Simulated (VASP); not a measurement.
SiTe (wurtzite type), 4 atoms in the cell. The structure is hexagonal, space group P6_3mc (No. 186). Conventional cell: a = 4.966 Å, b = 4.966 Å, c = 5.955 Å, α = 90.00°, β = 90.00°, γ = 120.00°. Te (site symmetry 3m) has 5 Si at 2.71 to 3.24 Å within 3.6 Å. Si (site symmetry 3m) has 5 Te at 2.71 to 3.24 Å within 3.6 Å. 

* Program: VASP 6.6.1
* Task: single point
* Functional: PBE
* Potentials or basis: VASP PAW PBE potentials, release 64 (Te, Si)
* Cutoff: 520 eV
* k mesh: 10 × 10 × 6
* Occupations: fermi-dirac, width 0.08 eV
* Spin: no spin polarisation
* Dipole correction: no
* Further INCAR settings: ALGO = Normal; EDIFF = 1e-06; NBANDS = 18

Potentials or basis: VASP PAW PBE potentials, release 64 (Te, Si).

Launch:

```bash
$ cat potpaw_PBE.64/Te/POTCAR potpaw_PBE.64/Si/POTCAR > POTCAR
$ mpirun -np 1 vasp_std > vasp.out
```

Hardware: 1 thread of AMD EPYC 9R45 96-Core Processor (Zen 5), with other jobs on the host.

**Question.** Estimate the wall time of this run.

**Answer.** Wall time 66 s on 1 thread of AMD EPYC 9R45 96-Core Processor (Zen 5), with other jobs on the host, peak memory 0.29 GiB. Counts: scf iterations 14, k points 56.
